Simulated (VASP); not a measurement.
# MnSeS in VASP: single point with PBE

Aim: the single point of MnSeS with PBE.

Everything below comes from runs of VASP 6.6.1. Logs are shortened: lines on timing, memory, paths and dates and some standing lists are left out, and cuts for length are marked.

## Step 1: The cell of the first run

The cell holds a sheet with vacuum, 3 atoms: a = 3.403 Å, b = 3.403 Å, c = 28.989 Å, α = 90.00°, β = 90.00°, γ = 120.00°.

## Step 2: Single point, PBE, collinear spin, ferromagnetic start

File INCAR:

```
  PREC = Accurate
  ENCUT = 520
  EDIFF = 1E-7
  ISMEAR = 0
  SIGMA = 0.2
  LREAL = False
  LASPH = True
  NELM = 150
  ALGO = Normal
  ISIF = 2
  LWAVE = False
  LCHARG = False
  ISPIN = 2
  MAGMOM = 3 0 0
  LORBIT = 11
  LMAXMIX = 4
  LDIPOL = True
  IDIPOL = 3
  DIPOL = 0.5 0.5 0.292
  GGA = PE
  NBANDS = 24
```

File KPOINTS:

```
Automatic mesh
0
Gamma
  18 18 1
```

File POSCAR:

```
MnSeS
1.0
    3.4026736597      0.0000002952      0.0000000000
   -1.7013370855      2.9468016824      0.0000000000
    0.0000000000      0.0000000000     28.9889331200
Mn Se S
1 1 1
Direct
    0.0000000000      0.0000000000      0.2893812772
    0.6666666667      0.3333333333      0.3411236456
    0.3333333333      0.6666666667      0.2460364750
```

Potentials or basis: VASP PAW PBE potentials, release 64 (Mn_pv, Se, S).

Command:

```console
$ cat potpaw_PBE.64/Mn_pv/POTCAR potpaw_PBE.64/Se/POTCAR potpaw_PBE.64/S/POTCAR > POTCAR
$ mpirun -np 1 vasp_std > vasp.out
```

OUTCAR:

```text
PREC = Accurate
   ENCUT = 520
   EDIFF = 1E-7
   ISMEAR = 0
   LREAL = False
   LASPH = True
   NELM = 150
   ISIF = 2
   ISPIN = 2
   LORBIT = 11
   GGA = PE

 ion  position               nearest neighbor table
   1  0.000  0.000  0.289-   3 2.33   3 2.33   3 2.33   2 2.47   2 2.47   2 2.47
   2  0.667  0.333  0.341-   1 2.47   1 2.47   1 2.47
   3  0.333  0.667  0.246-   1 2.33   1 2.33   1 2.33

  LATTYP: Found a hexagonal cell.
 ALAT       =     3.4026736597
 C/A-ratio  =     8.5194573501

  Lattice vectors:

 A1 = (   3.4026736597,   0.0000002952,   0.0000000000)
 A2 = (  -1.7013370855,   2.9468016824,   0.0000000000)
 A3 = (   0.0000000000,   0.0000000000,  28.9889331200)

Analysis of symmetry for initial positions (statically):
=====================================================================
 Subroutine PRICEL returns:
 Original cell was already a primitive cell.

 Routine SETGRP: Setting up the symmetry group for a
 hexagonal supercell.

 Subroutine GETGRP returns: Found  6 space group operations
 (whereof  6 operations were pure point group operations)
 out of a pool of 24 trial point group operations.

The static configuration has the point symmetry C_3v.

Analysis of symmetry for dynamics (positions and initial velocities):
=====================================================================
 Subroutine PRICEL returns:
 Original cell was already a primitive cell.

 Routine SETGRP: Setting up the symmetry group for a
 hexagonal supercell.

 Subroutine GETGRP returns: Found  6 space group operations
 (whereof  6 operations were pure point group operations)
 out of a pool of 24 trial point group operations.

The dynamic configuration has the point symmetry C_3v.

Analysis of structural, dynamic, and magnetic symmetry:
=====================================================================
 Subroutine PRICEL returns:
 Original cell was already a primitive cell.

 Routine SETGRP: Setting up the symmetry group for a
 hexagonal supercell.

 Subroutine GETGRP returns: Found  6 space group operations
 (whereof  6 operations were pure point group operations)
 out of a pool of 24 trial point group operations.

The overall configuration has the point symmetry C_3v.

 Subroutine INISYM returns: Found  6 space group operations
 (whereof  6 operations are pure point group operations),
 and found     1 'primitive' translations

----------------------------------------------------------------------------------------

[... 126 lines left out ...]
 Gauss-broadening in eV      SIGMA  =   0.20
  energy-cutoff  :      520.00
  volume of cell :      290.67
 maximum number of plane-waves:      7859
 NGX is ok and might be reduce to    28
   NGX = 13   NGY = 13   NGZ =107

 dipolmoment           0.000000      0.000000      0.004602 electrons x Angstroem

 number of electron      25.0000023 magnetization       2.8492336

 dipolmoment           0.000000      0.000000     -0.026713 electrons x Angstroem

 Free energy of the ion-electron system (eV)
  ---------------------------------------------------
  ext. energy  EPLUGINS =         0.00000000
  ---------------------------------------------------
  free energy    TOTEN  =       -18.19242824 eV

  energy without entropy =      -18.17230688  energy(sigma->0) =      -18.18236756

 E-fermi :  -3.2795     XC(G=0):  -2.3898

 val. band max:       -3.2907190848   @ k =   0.3889   0.0000   0.0000
 cond. band min:      -3.2602419051   @ k =   0.0000   0.0000   0.0000
 fundamental gap:      0.0304771797
 Fermi energy:        -3.2794922001

 spin component 1

 k-point     1 :       0.0000    0.0000    0.0000
  band No.  band energies     occupation
      1     -53.4628      1.00000
      2     -53.4628      1.00000
      3     -53.4119      1.00000
      4     -17.6865      1.00000
      5     -16.2079      1.00000
      6      -8.6794      1.00000
[... 637 lines left out ...]
     23       5.6665      0.00000
     24       5.8517      0.00000

 [... further k-points ...]

 spin component 2

 k-point     1 :       0.0000    0.0000    0.0000
  band No.  band energies     occupation
      1     -50.4622      1.00000
      2     -50.4036      1.00000
      3     -50.4036      1.00000
      4     -17.6630      1.00000
      5     -16.2323      1.00000
      6      -8.1551      1.00000
[... 637 lines left out ...]
     23       5.7426      0.00000
     24       5.9711      0.00000

 [... further k-points ...]

------------------------ aborting loop because EDIFF is reached ----------------------------------------

 vacuum level on the upper side and lower side of the slab       (xc-potential included)        -0.241         0.231

  FORCE on cell =-STRESS in cart. coord.  units (eV):
  Direction    XX          YY          ZZ          XY          YZ          ZX
  --------------------------------------------------------------------------------------
  -------------------------------------------------------------------------------------
  Total       -0.0341690     -0.0341690      0.0146058     -0.0000000      0.0000000     -0.0000000
  in kB       -0.1883384     -0.1883384      0.0805067     -0.0000000      0.0000000     -0.0000000
  external PRESSURE =      -0.0987234 kB  Pullay stress =       0.0000000 kB

 VOLUME and BASIS-vectors are now :
 -----------------------------------------------------------------------------
  energy-cutoff  :      520.00
  volume of cell :      290.67
      direct lattice vectors                 reciprocal lattice vectors
     3.402673660  0.000000295  0.000000000     0.293886529  0.169675500  0.000000000
    -1.701337086  2.946801682  0.000000000    -0.000000029  0.339350950  0.000000000
     0.000000000  0.000000000 28.988933120     0.000000000  0.000000000  0.034495923

 POSITION                                       TOTAL-FORCE (eV/Angst)
 -----------------------------------------------------------------------------------
      0.00000      0.00000      8.38885        -0.000000     -0.000000     -0.019801
      1.70134      0.98227      9.88881        -0.000000      0.000000      0.019561
     -0.00000      1.96453      7.13233         0.000000     -0.000000      0.000241
 -----------------------------------------------------------------------------------
    total drift:                               -0.000000     -0.000000      0.000016

  FREE ENERGIE OF THE ION-ELECTRON SYSTEM (eV)
  ---------------------------------------------------
  free  energy   TOTEN  =       -18.1924282445 eV

  energy  without entropy=      -18.1723068755  energy(sigma->0) =      -18.18236756

 vacuum level on the upper side and lower side of the slab         1.814         2.294

 total charge

# of ion       s       p       d       tot
------------------------------------------
    1        0.310   6.331   4.979  11.620
    2        1.482   2.295   0.040   3.817
    3        1.358   2.329   0.000   3.687
--------------------------------------------------
tot          3.150  10.955   5.019  19.125

 magnetization (x)

# of ion       s       p       d       tot
------------------------------------------
    1        0.033   0.043   2.771   2.847
    2        0.001  -0.069   0.002  -0.065
    3        0.001  -0.032   0.000  -0.031
--------------------------------------------------
tot          0.036  -0.058   2.773   2.750
```

stdout:

```text
POSCAR found type information on POSCAR MnSeS
 POSCAR found :  3 types and       3 ions
 scaLAPACK will be used
 LDA part: xc-table for (Slater+PW92), standard interpolation
 POSCAR, INCAR and KPOINTS ok, starting setup
 FFT: planning ... GRIDC
 FFT: planning ... GRID_SOFT
 FFT: planning ... GRID
 WAVECAR not read
 entering main loop
```

It took 39 min on 1 thread of Intel Xeon 8259CL, shared host; peak memory 0.84 GiB.

What came out:

```yaml
Free_energy: -18.1924 eV
Largest_force: 0.020 eV/Å
Net_moment: 2.85 μB per cell
Site_moments: Mn +2.85; Se -0.07; S -0.03 μB
Valence_electrons_inside_the_program's_atomic_spheres: Mn 11.62; Se 3.82; S 3.69
```

Forces in eV/Å, atoms in the order of the input:
```
Mn   0.000  0.000 -0.020
Se   0.000  0.000  0.020
S    0.000  0.000  0.000
```

Levels at points of the mesh, in eV from the Fermi level:
Spin up:
| k point | band 10 | band 11 | band 12 | band 13 | band 14 | band 15 | band 16 | band 17 | band 18 | band 19 |
| --- | --- | --- | --- | --- | --- | --- | --- | --- | --- | --- |
| (0.00, 0.00, 0.00) | -2.69 | -2.08 | -1.25 | 0.19 | 0.19 | 2.05 | 2.05 | 4.50 | 5.10 | 5.34 |
| (0.50, 0.00, 0.00) | -2.56 | -2.35 | -2.14 | -1.89 | -1.73 | 1.35 | 1.64 | 5.09 | 6.11 | 7.07 |
Spin down:
```csv
k point,band 8,band 9,band 10,band 11,band 12,band 13,band 14,band 15
"(0.00, 0.00, 0.00)",-2.97,-1.55,0.02,0.02,0.25,0.25,0.83,2.94
"(0.50, 0.00, 0.00)",-2.94,-2.83,-2.24,-1.66,-0.06,0.84,1.13,2.59
```

Caveat: semilocal functionals often make such compounds metallic where correlation or magnetic order opens a gap, which also shifts bond lengths. With open d or f shells a metallic result of PBE can be an artefact of self-interaction; +U or a hybrid may open a gap.
